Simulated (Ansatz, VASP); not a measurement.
# Two plane-wave programs on TaN

```
Ta N
1.0
     0.00000    2.23347    2.28795
     2.23347    0.00000    2.28795
     2.23347    2.23347    0.00000
Ta N
1 1
Direct
  0.50000 0.50000 0.50000
  0.00000 0.00000 0.00000
```

Change from the starting cell: strain +0.025 along x and y, +0.050 along z, atoms carried along.

Alike in both runs: task single point; functional PBE; k mesh 18 × 18 × 18; occupations gaussian, width 0.15 eV; no spin polarisation.

```csv
,VASP,Ansatz
version,VASP 6.6.1,Ansatz 0.2.0
potentials or method,"VASP PAW PBE potentials, release 64 (Ta_pv, N), cutoff 520 eV","scalar-relativistic, plane waves, PAW"
valence electrons in the cell,16,18
```

```csv
,VASP,Ansatz,Ansatz less VASP
gap on the k mesh at the Fermi level (eV),none,none,-
pressure (GPa),-15.7,-16.3,-0.58
"traceless stress, the component that is largest in VASP (GPa)",-6.01,-5.98,+0.028
```

A gap of «none» marks a metal or a gap that the smearing closes. The functional is the same, so the differences come from potentials, cutoffs and numerics. VASP's potentials hold 16 valence electrons a cell and Ansatz's 18, so a difference there can come from the potentials and not from the codes.

Spin-orbit coupling is off throughout.
